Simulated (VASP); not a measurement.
# AgI (P6_3mc) in VASP: notebook, part 2 of 2

VASP 6.6.1.

## 4. Single point, LDA

Contents of POSCAR:

```
AgI
1.0
    4.5800015808      0.0000000000      0.0000000000
   -2.2900007904      3.9663977183      0.0000000000
    0.0000000000      0.0000000000      7.5100000000
Ag I
2 2
Direct
    0.3333333333      0.6666666667      0.0000000000
    0.6666666667      0.3333333333      0.5000000000
    0.3333333333      0.6666666667      0.3750000000
    0.6666666667      0.3333333333      0.8750000000
```

Contents of INCAR.step1:

```
SYSTEM = AgI
  ALGO = Normal
  EDIFF = 1E-6
  ENCUT = 400
  GGA = CA
  GGA_COMPAT = .FALSE.
  ISIF = 2
  ISMEAR = -1
  LASPH = .TRUE.
  LCHARG = .TRUE.
  LMAXMIX = 4
  LORBIT = 11
  LREAL = .FALSE.
  LWAVE = .FALSE.
  NBANDS = 26
  NEDOS = 2001
  NELM = 120
  PREC = Accurate
  SIGMA = 0.01
```

Contents of KPOINTS.step1:

```
k-points
0
G
  8 8 4
  0 0 0
```

Contents of INCAR.step2:

```
SYSTEM = AgI
  ALGO = Normal
  EDIFF = 1E-6
  ENCUT = 400
  GGA = CA
  GGA_COMPAT = .FALSE.
  ICHARG = 11
  ISIF = 2
  ISMEAR = -5
  LASPH = .TRUE.
  LCHARG = .FALSE.
  LMAXMIX = 4
  LORBIT = 10
  LREAL = .FALSE.
  LWAVE = .FALSE.
  NBANDS = 26
  NEDOS = 2001
  NELM = 120
  PREC = Accurate
  SIGMA = 0.01
```

Contents of KPOINTS.step2:

```
k-points
0
G
  12 12 6
  0 0 0
```

Potentials or basis: VASP PAW LDA potentials, release 64 (Ag, I).

Started as:

```console
$ cat potpaw_LDA.64/Ag/POTCAR potpaw_LDA.64/I/POTCAR > POTCAR
$ cp INCAR.step1 INCAR
$ cp KPOINTS.step1 KPOINTS
$ mpirun -np 1 vasp_std > vasp.out
$ cp INCAR.step2 INCAR
$ cp KPOINTS.step2 KPOINTS
$ mpirun -np 1 vasp_std > vasp.out
```

OUTCAR:

```text
SYSTEM = AgI
   EDIFF = 1E-6
   ENCUT = 400
   GGA = CA
   ICHARG = 11
   ISIF = 2
   ISMEAR = -5
   LASPH = .TRUE.
   LORBIT = 10
   LREAL = .FALSE.
   NELM = 120
   PREC = Accurate

 ion  position               nearest neighbor table
   1  0.333  0.667  0.000-   4 2.81   4 2.81   4 2.81   3 2.82
   2  0.667  0.333  0.500-   3 2.81   3 2.81   3 2.81   4 2.82
   3  0.333  0.667  0.375-   2 2.81   2 2.81   2 2.81   1 2.82
   4  0.667  0.333  0.875-   1 2.81   1 2.81   1 2.81   2 2.82

  LATTYP: Found a hexagonal cell.
 ALAT       =     4.5800015808
 C/A-ratio  =     1.6397374253

  Lattice vectors:

 A1 = (   4.5800015808,   0.0000000000,   0.0000000000)
 A2 = (  -2.2900007904,   3.9663977183,   0.0000000000)
 A3 = (   0.0000000000,   0.0000000000,   7.5100000000)

Analysis of symmetry for initial positions (statically):
=====================================================================
 Subroutine PRICEL returns:
 Original cell was already a primitive cell.

 Routine SETGRP: Setting up the symmetry group for a
 hexagonal supercell.
[... 185 lines left out ...]
      2      -9.6318      2.00000
      3      -1.3108      2.00000
      4      -1.3108      2.00000
      5      -1.3083      2.00000
      6      -1.2727      2.00000
[... 685 lines left out ...]
     25      10.0559      0.00000
     26      10.7470      0.00000

 [... further k-points ...]

------------------------ aborting loop because EDIFF is reached ----------------------------------------

  FORCE on cell =-STRESS in cart. coord.  units (eV):
  Direction    XX          YY          ZZ          XY          YZ          ZX
  --------------------------------------------------------------------------------------
  -------------------------------------------------------------------------------------
  Total       -1.9592828     -1.9592828     -2.0990819      0.0000000      0.0000000      0.0000000
  in kB      -23.0094312    -23.0094312    -24.6512038      0.0000000      0.0000000      0.0000000
  external PRESSURE =     -23.5566888 kB  Pullay stress =       0.0000000 kB

 VOLUME and BASIS-vectors are now :
 -----------------------------------------------------------------------------
  energy-cutoff  :      400.00
  volume of cell :      136.43
      direct lattice vectors                 reciprocal lattice vectors
     4.580001581  0.000000000  0.000000000     0.218340536  0.126058967  0.000000000
    -2.290000790  3.966397718  0.000000000     0.000000000  0.252117934  0.000000000
     0.000000000  0.000000000  7.510000000     0.000000000  0.000000000  0.133155792

 POSITION                                       TOTAL-FORCE (eV/Angst)
 -----------------------------------------------------------------------------------
     -0.00000      2.64427      0.00000         0.000000     -0.000000      0.008908
      2.29000      1.32213      3.75500        -0.000000      0.000000      0.008908
     -0.00000      2.64427      2.81625        -0.000000      0.000000     -0.008908
      2.29000      1.32213      6.57125        -0.000000      0.000000     -0.008908
 -----------------------------------------------------------------------------------
    total drift:                               -0.000000     -0.000000      0.000725

  FREE ENERGIE OF THE ION-ELECTRON SYSTEM (eV)
  ---------------------------------------------------
  free  energy   TOTEN  =       -12.1832509183 eV

  energy  without entropy=      -12.1832509183  energy(sigma->0) =      -12.18325092

 total charge

# of ion       s       p       d       tot
------------------------------------------
    1        0.317   0.233   9.279   9.830
    2        0.317   0.233   9.279   9.830
    3        1.503   2.742   0.035   4.280
    4        1.503   2.742   0.035   4.280
--------------------------------------------------
tot          3.641   5.949  18.630  28.220
```

OUTCAR.step1:

```text
SYSTEM = AgI
   EDIFF = 1E-6
   ENCUT = 400
   GGA = CA
   ISIF = 2
   ISMEAR = -1
   LASPH = .TRUE.
   LORBIT = 11
   LREAL = .FALSE.
   NELM = 120
   PREC = Accurate

 ion  position               nearest neighbor table
[... 927 lines left out ...]

  FREE ENERGIE OF THE ION-ELECTRON SYSTEM (eV)
  ---------------------------------------------------
  free  energy   TOTEN  =       -12.1829774040 eV

  energy  without entropy=      -12.1829774039  energy(sigma->0) =      -12.18297740

 total charge

# of ion       s       p       d       tot
------------------------------------------
    1        0.317   0.233   9.280   9.830
    2        0.317   0.233   9.280   9.830
    3        1.503   2.742   0.035   4.280
    4        1.503   2.742   0.035   4.280
--------------------------------------------------
tot          3.641   5.949  18.630  28.220
```

OSZICAR.step1:

```text
N       E                     dE             d eps       ncg     rms          rms(c)
DAV:   1     0.177147146641E+03    0.17715E+03   -0.13515E+04  1560   0.967E+02
DAV:   2    -0.329218692090E+01   -0.18044E+03   -0.17337E+03  1762   0.214E+02
DAV:   3    -0.122285558325E+02   -0.89364E+01   -0.88791E+01  1856   0.472E+01
DAV:   4    -0.123990792681E+02   -0.17052E+00   -0.17043E+00  1958   0.644E+00
DAV:   5    -0.124002009321E+02   -0.11217E-02   -0.11216E-02  1808   0.611E-01    0.786E+00
DAV:   6    -0.121950799663E+02    0.20512E+00   -0.74765E-01  1614   0.910E+00    0.568E+00
DAV:   7    -0.121862986197E+02    0.87813E-02   -0.11245E-01  1618   0.153E+00    0.207E+00
DAV:   8    -0.121830687626E+02    0.32299E-02   -0.62158E-03  1636   0.704E-01    0.275E-01
DAV:   9    -0.121829698276E+02    0.98935E-04   -0.15119E-03  1686   0.356E-01    0.553E-02
DAV:  10    -0.121829717419E+02   -0.19143E-05   -0.50311E-05  1692   0.779E-02    0.289E-02
DAV:  11    -0.121829788377E+02   -0.70958E-05   -0.25784E-05  1686   0.379E-02    0.204E-02
DAV:  12    -0.121829773785E+02    0.14591E-05   -0.14726E-05  1612   0.418E-02    0.706E-03
DAV:  13    -0.121829774040E+02   -0.25438E-07   -0.22539E-06  1392   0.114E-02
   1 F= -.12182977E+02 E0= -.12182977E+02  d E =-.158164E-10
```

Wall time 3.6 min (1 thread of Intel Xeon 8259CL, shared host); peak memory 0.28 GiB.

Results:

| Quantity | Value |
| --- | --- |
| Valence electrons inside the program's atomic spheres | Ag 9.83; I 4.28 |
